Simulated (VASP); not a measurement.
Wanted: the native input for a VASP 6.6.1 run.

- Task: single point
- Functional: LDA
- Potentials or basis: VASP PAW LDA potentials, release 64 (Ir)
- Cutoff: 520 eV
- k mesh: 2 × 13 × 4
- Occupations: methfessel-paxton, width 0.1 eV
- Spin: no spin polarisation
- Dipole correction: no
- Further INCAR settings: ALGO = Normal; EDIFF = 1e-07; NBANDS = 16

The structure of Ir lies in POSCAR:

```
Ir
1.0
   12.2384550000      0.0000000000      0.0000000000
    0.0000000000      2.2334310000      0.0000000000
    0.0000000000      0.0000000000      7.1930010000
Ir
2
Direct
    0.2500000000      0.0000000000      0.1639880000
    0.7500000000      0.0000000000      0.8360120000
```

These files were run (other wordings do the same):

INCAR

```
PREC = Accurate
ENCUT = 520
EDIFF = 1E-7
ISMEAR = 1
SIGMA = 0.1
LREAL = F
LASPH = T
NELM = 100
ALGO = Normal
ISIF = 2
LWAVE = F
LCHARG = F
NBANDS = 16
```

KPOINTS

```
regular mesh
0
Gamma
  2 13 4
```

Potentials or basis: VASP PAW LDA potentials, release 64 (Ir).

Launch:

```bash
$ cat potpaw_LDA.64/Ir/POTCAR > POTCAR
$ mpirun -np 1 vasp_std > vasp.out
```

It gave:

```
Pressure               : -0.2 GPa
Band gap on the k mesh : zero (band 9 reaches -1.23 eV, above the bottom of band 10 at -4.63 eV)
```

Caveat: spin-orbit coupling is left out, which moves the levels of the heavy elements.

Run time: 3.5 min on 1 thread of AMD EPYC 7R13, with other jobs on the host, peak memory 0.27 GiB.
